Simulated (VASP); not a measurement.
Ga3Sb, 4 atoms in the cell. The structure is tetragonal, space group I4/mmm (No. 139). The conventional cell has a = 4.388 Å, b = 4.388 Å, c = 7.822 Å, α = 90.00°, β = 90.00°, γ = 90.00°. Within 4.0 Å of Ga (site symmetry -4m2) lie 10 Ga at 2.94 to 3.91 Å and 4 Sb at 2.94 Å. Ga (site symmetry 4/mmm) has 8 Ga at 2.94 Å and 6 Sb at 3.10 to 3.91 Å within 4.0 Å. Within 4.0 Å of Sb (site symmetry 4/mmm) lie 14 Ga at 2.94 to 3.91 Å. 

| Property | Result |
| --- | --- |
| Program | VASP 6.6.1 |
| Task | single point |
| Functional | PBEsol |
| Dispersion | D3(BJ) |
| Potentials or basis | VASP PAW PBE potentials, release 64 (Ga_d, Sb) |
| Cutoff | 520 eV |
| k mesh | 14 × 14 × 14 |
| Occupations | gaussian, width 0.15 eV |
| Spin | no spin polarisation |
| Dipole correction | no |
| Further INCAR settings | ALGO = Fast; EDIFF = 1e-07; NBANDS = 30 |

Potentials or basis: VASP PAW PBE potentials, release 64 (Ga_d, Sb).

Run with:

```sh
$ cat potpaw_PBE.64/Ga_d/POTCAR potpaw_PBE.64/Sb/POTCAR > POTCAR
$ mpirun -np 1 vasp_std > vasp.out
```

Hardware: 1 thread of Intel(R) Xeon(R) 6975P-C (Granite Rapids) (shared host).

Question: How long does it take, and how much memory?

Answer: It took 6.2 min on 1 thread of Intel(R) Xeon(R) 6975P-C (Granite Rapids), with other jobs on the host, peak memory 0.59 GiB. Counts: scf iterations 14, k points 244.
